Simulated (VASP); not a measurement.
# MoS2 in VASP: notebook

The runs below take MoS2 through single point, with r2SCAN, PBE.

Program: VASP 6.6.1. These are calculated values, not measurements. Logs are shortened: lines on timing, memory, paths and dates and some standing lists are left out, and cuts for length are marked.

**1. The cell of the first run**

The cell holds a slab with vacuum, 9 atoms: a = 3.151 Å, b = 3.151 Å, c = 56.443 Å, α = 90.00°, β = 90.00°, γ = 120.00°.

**2. Single point, r2SCAN**

POSCAR

```
MoS2
1.0
    3.1509023687      0.0000000000      0.0000000000
   -1.5754511843      2.7287614961      0.0000000000
    0.0000000000      0.0000000000     56.4427220620
S Mo
6 3
Direct
    0.3333333333      0.6666666667      0.3649873716
    0.3333333333      0.6666666667      0.4205181369
    0.6666666667      0.3333333333      0.4722649671
    0.6666666667      0.3333333333      0.5277350329
    0.3333333333      0.6666666667      0.5794818631
    0.3333333333      0.6666666667      0.6350126284
    0.6666666667      0.3333333333      0.3927672632
    0.3333333333      0.6666666667      0.5000000000
    0.6666666667      0.3333333333      0.6072327368
```

INCAR.step1

```
SYSTEM = MoS2
PREC = Accurate ; ENCUT = 520
ISMEAR = 0 ; SIGMA = 0.02
LREAL = .FALSE. ; LASPH = .TRUE.
NELM = 100 ; LDIPOL = .TRUE.
IDIPOL = 3 ; DIPOL = 0.5 0.5 0.500
NBANDS = 49 ; GGA = PE
ALGO = Normal ; EDIFF = 1E-4
LWAVE = .TRUE. ; LCHARG = .FALSE.
```

INCAR.step2

```
SYSTEM = MoS2
PREC = Accurate ; ENCUT = 520
EDIFF = 1E-6 ; ISMEAR = 0
SIGMA = 0.02 ; LREAL = .FALSE.
LASPH = .TRUE. ; NELM = 100
ALGO = Normal ; ISIF = 2
LWAVE = .FALSE. ; LCHARG = .FALSE.
LDIPOL = .TRUE. ; IDIPOL = 3
DIPOL = 0.5 0.5 0.500 ; METAGGA = R2SCAN
LMIXTAU = .TRUE. ; NBANDS = 49
ISTART = 1
```

KPOINTS

```
regular mesh
0
G
  12 12 1
  0 0 0
```

Potentials or basis: VASP PAW PBE potentials, release 64 (S, Mo_sv).

Launch:

```bash
$ cat potpaw_PBE.64/S/POTCAR potpaw_PBE.64/Mo_sv/POTCAR > POTCAR
$ cp INCAR.step1 INCAR
$ mpirun -np 1 vasp_std > vasp.out
$ cp INCAR.step2 INCAR
$ mpirun -np 1 vasp_std > vasp.out
```

OUTCAR:

```text
SYSTEM = MoS2
   PREC = Accurate
   ENCUT = 520
   EDIFF = 1E-6
   ISMEAR = 0
   LREAL = .FALSE.
   LASPH = .TRUE.
   NELM = 100
   ISIF = 2
   METAGGA = R2SCAN
   ISTART = 1

 ion  position               nearest neighbor table
   1  0.333  0.667  0.365-   7 2.40   7 2.40   7 2.40
   2  0.333  0.667  0.421-   7 2.40   7 2.40   7 2.40
   3  0.667  0.333  0.472-   8 2.40   8 2.40   8 2.40
   4  0.667  0.333  0.528-   8 2.40   8 2.40   8 2.40
   5  0.333  0.667  0.579-   9 2.40   9 2.40   9 2.40
   6  0.333  0.667  0.635-   9 2.40   9 2.40   9 2.40
   7  0.667  0.333  0.393-   2 2.40   2 2.40   2 2.40   1 2.40   1 2.40   1 2.40
   8  0.333  0.667  0.500-   3 2.40   4 2.40   3 2.40   4 2.40   3 2.40   4 2.40
   9  0.667  0.333  0.607-   5 2.40   5 2.40   5 2.40   6 2.40   6 2.40   6 2.40

  LATTYP: Found a hexagonal cell.
 ALAT       =     3.1509023687
 C/A-ratio  =    17.9131929388

  Lattice vectors:

 A1 = (   3.1509023687,   0.0000000000,   0.0000000000)
 A2 = (  -1.5754511843,   2.7287614961,   0.0000000000)
 A3 = (   0.0000000000,   0.0000000000,  56.4427220620)

Analysis of symmetry for initial positions (statically):
=====================================================================
 Subroutine PRICEL returns:
 Original cell was already a primitive cell.

 Routine SETGRP: Setting up the symmetry group for a
 hexagonal supercell.

 Subroutine GETGRP returns: Found 12 space group operations
 (whereof 12 operations were pure point group operations)
 out of a pool of 24 trial point group operations.

The static configuration has the point symmetry D_3h.

Analysis of symmetry for dynamics (positions and initial velocities):
=====================================================================
 Subroutine PRICEL returns:
 Original cell was already a primitive cell.

 Routine SETGRP: Setting up the symmetry group for a
 hexagonal supercell.

 Subroutine GETGRP returns: Found 12 space group operations
 (whereof 12 operations were pure point group operations)
 out of a pool of 24 trial point group operations.

The dynamic configuration has the point symmetry D_3h.

 Subroutine INISYM returns: Found 12 space group operations
 (whereof 12 operations are pure point group operations),
 and found     1 'primitive' translations

----------------------------------------------------------------------------------------

                                     Primitive cell

  volume of cell :     485.2980

  direct lattice vectors                    reciprocal lattice vectors
     3.150902369  0.000000000  0.000000000     0.317369402  0.183233310  0.000000000
    -1.575451184  2.728761496  0.000000000     0.000000000  0.366466619  0.000000000
     0.000000000  0.000000000 56.442722062     0.000000000  0.000000000  0.017717076

  length of vectors
     3.150902369  3.150902369 56.442722062     0.366466619  0.366466619  0.017717076

  position of ions in fractional coordinates (direct lattice)
     0.333333333  0.666666667  0.364987372
     0.333333333  0.666666667  0.420518137
     0.666666667  0.333333333  0.472264967
     0.666666667  0.333333333  0.527735033
     0.333333333  0.666666667  0.579481863
     0.333333333  0.666666667  0.635012628
     0.666666667  0.333333333  0.392767263
     0.333333333  0.666666667  0.500000000
     0.666666667  0.333333333  0.607232737

  ion indices of the primitive-cell ions
   primitive index   ion index
                 1           1
                 2           2
                 3           3
                 4           4
                 5           5
                 6           6
                 7           7
                 8           8
                 9           9

----------------------------------------------------------------------------------------

 KPOINTS: regular mesh

Automatic generation of k-mesh.
 Grid dimensions read from file:
 generate k-points for:   12   12    1

 Generating k-lattice:

  Cartesian coordinates                     Fractional coordinates (reciprocal lattice)
     0.026447450  0.015269442  0.000000000     0.083333333 -0.000000000  0.000000000
     0.000000000  0.030538885  0.000000000     0.000000000  0.083333333  0.000000000
     0.000000000  0.000000000  0.017717076     0.000000000  0.000000000  1.000000000

  Length of vectors
     0.030538885  0.030538885  0.017717076

  Shift w.r.t. Gamma in fractional coordinates (k-lattice)
     0.000000000  0.000000000  0.000000000

 Subroutine IBZKPT returns following result:
 ===========================================

 Found     19 irreducible k-points:

 Following reciprocal coordinates:
            Coordinates               Weight
  0.000000  0.000000  0.000000      1.000000
  0.083333 -0.000000  0.000000      6.000000
  0.166667 -0.000000  0.000000      6.000000
  0.250000  0.000000  0.000000      6.000000
  0.333333 -0.000000  0.000000      6.000000
  0.416667  0.000000  0.000000      6.000000
[... 11 lines left out ...]
  0.333333  0.250000  0.000000     12.000000
  0.333333  0.333333  0.000000      2.000000
   k-points           NKPTS =     19   k-points in BZ     NKDIM =     19   number of bands    NBANDS=     49
   number of dos      NEDOS =    301   number of ions     NIONS =      9
   total plane-waves  NPLWV = 241920
   dimension x,y,z NGX =    24 NGY =   24 NGZ =  420
   dimension x,y,z NGXF=    48 NGYF=   48 NGZF=  840
   ions per type =               6   3
   NGX,Y,Z   is equivalent  to a cutoff of  12.66, 12.66, 12.37 a.u.
   NGXF,Y,Z  is equivalent  to a cutoff of  25.33, 25.33, 24.74 a.u.
 SYSTEM =  MoS2
   PREC   = accura    normal or accurate (medium, high low for compatibility)
   ISTART =      1    job   : 0-new  1-cont  2-samecut
   ICHARG =      0    charge: 1-file 2-atom 10-const
   ISPIN  =      1    spin polarized calculation?
   LNONCOLLINEAR =      F non collinear calculations
   LSORBIT =      F    spin-orbit coupling
   LASPH  =      T    aspherical Exc in radial PAW
   ENCUT  =  520.0 eV  38.22 Ry    6.18 a.u.   5.86  5.86104.95*2*pi/ulx,y,z
   NELM   =    100;   NELMIN=  2; NELMDL=  0     # of ELM steps
   EDIFF  = 0.1E-05   stopping-criterion for ELM
   LREAL  =      F    real-space projection
   EDIFFG = 0.1E-04   stopping-criterion for IOM
   NSW    =      0    number of steps for IOM
   IBRION =     -1    ionic relax: 0-MD 1-quasi-New 2-CG
   NFREE  =      0    steps in history (QN), initial steepest desc. (CG)
   ISIF   =      2    stress and relaxation
   ISYM   =      2    0-nonsym 1-usesym 2-fastsym
   POTIM  = 0.5000    time-step for ionic-motion
   TEBEG  =    0.0;   TEEND  =   0.0 temperature during run
   PSTRESS=    0.0 pullay stress
   NELECT =      78.0000    total number of electrons
   NUPDOWN=      -1.0000    fix difference up-down
   EMIN   =  10.00;   EMAX   =-10.00  energy-range for DOS
   EFERMI =   0.00;   METHOD = LEGACY
   ISMEAR =     0;   SIGMA  =   0.02  broadening in eV -4-tet -1-fermi 0-gaus
   EFERMI_NEDOS =   21; number of points for ismear=-14 and -15
   IALGO  =     38    algorithm
   IMIX   =      4    mixing-type and parameters
     AMIX     =   0.40;   BMIX     =  1.00
     AMIX_MAG =   1.60;   BMIX_MAG =  1.00
  volume/ion in A,a.u.               =      53.92       363.88
  Fermi-wavevector in a.u.,A,eV,Ry     =   0.890096  1.682038 10.779501  0.792271
  Thomas-Fermi vector in A             =   2.011742
   LORBIT       =      0    0 simple, 1 ext, 2 COOP (PROOUT), +10 PAW based schemes
   METAGGA = R2SCAN    functional components
   LHFCALC =     F    Hartree Fock is set to
   AEXX    =    0.0000 exact exchange contribution
   IVDW    =     0    specifies the selected vdW correction
   LEPSILON=     F    determine dielectric tensor
   LRPA    =     F    only Hartree local field effects (RPA)
 non-spin polarized calculation
 Gauss-broadening in eV      SIGMA  =   0.02
  energy-cutoff  :      520.00
  volume of cell :      485.30
 maximum number of plane-waves:     13128
 NGX is ok and might be reduce to    24
   NGX = 11   NGY = 11   NGZ =209

 dipolmoment           0.000000      0.000000      0.000000 electrons x Angstroem

 number of electron      78.0000003 magnetization

 dipolmoment           0.000000      0.000000     -0.000000 electrons x Angstroem

 Free energy of the ion-electron system (eV)
  ---------------------------------------------------
  ext. energy  EPLUGINS =         0.00000000
  ---------------------------------------------------
  free energy    TOTEN  =      -134.97762770 eV

  energy without entropy =     -134.97762770  energy(sigma->0) =     -134.97762770

 E-fermi :  -1.1075     XC(G=0):  -3.8977

 val. band max:       -1.2293821467   @ k =   0.0000   0.0000   0.0000
 cond. band min:      -0.0978772615   @ k =   0.1667   0.1667   0.0000
 fundamental gap:      1.1315048852
 Fermi energy:        -1.1074797811

 k-point     1 :       0.0000    0.0000    0.0000
  band No.  band energies     occupation
      1     -64.6424      2.00000
      2     -64.6404      2.00000
      3     -64.6404      2.00000
      4     -38.0769      2.00000
      5     -38.0742      2.00000
      6     -38.0742      2.00000
[... 41 lines left out ...]
     48       1.3680      0.00000
     49       1.3753      0.00000

 k-point     2 :       0.0833   -0.0000    0.0000
  band No.  band energies     occupation
      1     -64.6392      2.00000
      2     -64.6373      2.00000
      3     -64.6373      2.00000
      4     -38.0708      2.00000
      5     -38.0681      2.00000
      6     -38.0681      2.00000
[... 876 lines left out ...]
 k-point    19 :       0.3333    0.3333    0.0000
  band No.  band energies     occupation
      1     -64.5890      2.00000
      2     -64.5871      2.00000
      3     -64.5871      2.00000
      4     -38.1587      2.00000
      5     -38.1543      2.00000
      6     -38.1543      2.00000
[... 41 lines left out ...]
     48       1.9575      0.00000
     49       3.4125      0.00000

------------------------ aborting loop because EDIFF is reached ----------------------------------------

 vacuum level on the upper side and lower side of the slab       (xc-potential included)        -0.005        -0.005

  FORCE on cell =-STRESS in cart. coord.  units (eV):
  Direction    XX          YY          ZZ          XY          YZ          ZX
  --------------------------------------------------------------------------------------
  -------------------------------------------------------------------------------------
  Total        3.1574674      3.1574674      0.8090863      0.0000000      0.0000000      0.0000000
  in kB       10.4241580     10.4241580      2.6711419      0.0000000      0.0000000      0.0000000
  external PRESSURE =       7.8398193 kB  Pullay stress =       0.0000000 kB

 VOLUME and BASIS-vectors are now :
 -----------------------------------------------------------------------------
  energy-cutoff  :      520.00
  volume of cell :      485.30
      direct lattice vectors                 reciprocal lattice vectors
     3.150902369  0.000000000  0.000000000     0.317369402  0.183233310  0.000000000
    -1.575451184  2.728761496  0.000000000     0.000000000  0.366466619  0.000000000
     0.000000000  0.000000000 56.442722062     0.000000000  0.000000000  0.017717076

 POSITION                                       TOTAL-FORCE (eV/Angst)
 -----------------------------------------------------------------------------------
     -0.00000      1.81917     20.60088         0.000000     -0.000000      0.093292
     -0.00000      1.81917     23.73519        -0.000000      0.000000     -0.210739
      1.57545      0.90959     26.65592         0.000000     -0.000000      0.191861
      1.57545      0.90959     29.78680         0.000000     -0.000000     -0.191861
     -0.00000      1.81917     32.70753        -0.000000      0.000000      0.210739
     -0.00000      1.81917     35.84184         0.000000     -0.000000     -0.093292
      1.57545      0.90959     22.16885        -0.000000      0.000000     -0.081917
     -0.00000      1.81917     28.22136        -0.000000      0.000000      0.000000
      1.57545      0.90959     34.27387         0.000000      0.000000      0.081917
 -----------------------------------------------------------------------------------
    total drift:                               -0.000000      0.000000      0.000000

  FREE ENERGIE OF THE ION-ELECTRON SYSTEM (eV)
  ---------------------------------------------------
  free  energy   TOTEN  =      -134.9776276982 eV

  energy  without entropy=     -134.9776276982  energy(sigma->0) =     -134.97762770

 vacuum level on the upper side and lower side of the slab         4.233         4.233
```

It took 60 min on 1 thread of Intel Xeon Platinum 8259CL at 2.50GHz (Skylake/Cascade Lake), shared host; peak memory 0.81 GiB.

Results:

* Free energy: -134.9776 eV
* Largest force: 0.211 eV/Å
* Band gap on the k mesh: 1.13 eV, indirect (least direct gap 1.84 eV)

Forces in eV/Å, atoms in the order of the input:
```
S    0.000  0.000  0.093
S    0.000  0.000 -0.211
S    0.000  0.000  0.192
S    0.000  0.000 -0.192
S    0.000  0.000  0.211
S    0.000  0.000 -0.093
Mo   0.000  0.000 -0.082
Mo   0.000  0.000  0.000
Mo   0.000  0.000  0.082
```

Caveat: the PAW data sets were made with another functional, which shifts forces and pressure a little.

**3. Single point, PBE**

This run uses another cell than the first one, of 55.09 Å³/atom, 1.022 times its volume.

INCAR

```
SYSTEM = MoS2
  PREC = Accurate
  ENCUT = 520
  EDIFF = 1E-6
  ISMEAR = 0
  SIGMA = 0.02
  LREAL = .FALSE.
  LASPH = .TRUE.
  NELM = 60
  ALGO = Normal
  ISIF = 2
  LWAVE = .FALSE.
  LCHARG = .FALSE.
  LDIPOL = .TRUE.
  IDIPOL = 3
  DIPOL = 0.5 0.5 0.500
  GGA = PE
  NBANDS = 49
```

KPOINTS

```
Automatic mesh
0
G
  12 12 1
  0 0 0
```

POSCAR

```
MoS2
1.0
    3.1849562830      0.0000000000      0.0000000000
   -1.5924781415      2.7582530511      0.0000000000
    0.0000000000      0.0000000000     56.4427220620
S Mo
6 3
Direct
    0.3333333333      0.6666666667      0.3432424975
    0.3333333333      0.6666666667      0.3986125799
    0.6666666667      0.3333333333      0.4723143698
    0.6666666667      0.3333333333      0.5276856302
    0.3333333333      0.6666666667      0.6013874201
    0.3333333333      0.6666666667      0.6567575025
    0.6666666667      0.3333333333      0.3709267373
    0.3333333333      0.6666666667      0.5000000000
    0.6666666667      0.3333333333      0.6290732627
```

Potentials or basis: VASP PAW PBE potentials, release 64 (S, Mo_sv).

Launch:

```bash
$ cat potpaw_PBE.64/S/POTCAR potpaw_PBE.64/Mo_sv/POTCAR > POTCAR
$ mpirun -np 1 vasp_std > vasp.out
```

Wall time 8.3 min (1 thread of Intel Xeon 6975P-C (Granite Rapids), shared host); peak memory 0.73 GiB.

It converged, with:

```
Free energy            : -65.5673 eV
Largest force          : 0.013 eV/Å
Band gap on the k mesh : 1.49 eV, indirect (least direct gap 1.67 eV)
```

Forces on the atoms (eV/Å):
```
S    0.000  0.000  0.011
S    0.000  0.000 -0.013
S    0.000  0.000  0.012
S    0.000  0.000 -0.012
S    0.000  0.000  0.013
S    0.000  0.000 -0.011
Mo   0.000  0.000 -0.001
Mo   0.000  0.000  0.000
Mo   0.000  0.000  0.001
```

Levels at points of the mesh, in eV from the valence-band top:
```
           k point  band 35  band 36  band 37  band 38  band 39  band 40  band 41  band 42  band 43  band 44
(0.00, 0.00, 0.00)    -1.67    -1.67    -0.31    -0.15     0.00     2.58     2.58     2.58     2.58     2.58
(0.50, 0.00, 0.00)    -1.15    -1.14    -0.81    -0.80    -0.80     2.06     2.07     2.07     2.55     2.58
```
